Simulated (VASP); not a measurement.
## HfO2: single point with PBE

HfO2:

```
Hf O
1.0
     0.00000    2.54875    2.54875
     2.54875    0.00000    2.54875
     2.54875    2.54875    0.00000
Hf O
1 2
Direct
  0.00000 0.00000 0.00000
  0.25000 0.25000 0.25000
  0.75000 0.75000 0.75000
```

```json
{"Program": "VASP 6.6.1", "Task": "single point", "Functional": "PBE", "Potentials or basis": "VASP PAW PBE potentials, release 64 (Hf_pv, O)", "Cutoff": "600 eV", "k mesh": "8 × 8 × 8", "Occupations": "gaussian, width 0.02 eV", "Spin": "no spin polarisation", "Dipole correction": "no", "Further INCAR settings": "ALGO = Normal; EDIFF = 1e-06; NBANDS = 18"}
```

| Quantity | Value |
| --- | --- |
| Pressure | -3.9 GPa |
| Band gap on the k mesh | 3.76 eV |

Levels at points of the mesh, in eV from the valence-band top:
```
           k point  band 7  band 8  band 9  band 10  band 11  band 12  band 13  band 14  band 15  band 16
(0.00, 0.00, 0.00)   -5.24   -5.24   -0.60    -0.60    -0.60     3.84     3.84     5.71    10.22    10.22
(0.50, 0.00, 0.00)   -4.22   -3.02   -2.69    -1.81    -1.81     4.55     4.55     6.83     9.01     9.21
(0.50, 0.50, 0.00)   -3.42   -3.42   -1.50    -1.50     0.00     3.76     5.42     6.49     8.02     8.02
```

It took 10 s on 1 thread of Intel(R) Xeon(R) 6975P-C (Granite Rapids), with other jobs on the host, peak memory 0.18 GiB.

Caveat: the cell stands under tension; spin-orbit coupling is left out, which moves the levels of the heavy elements. A k mesh can miss the band edges.
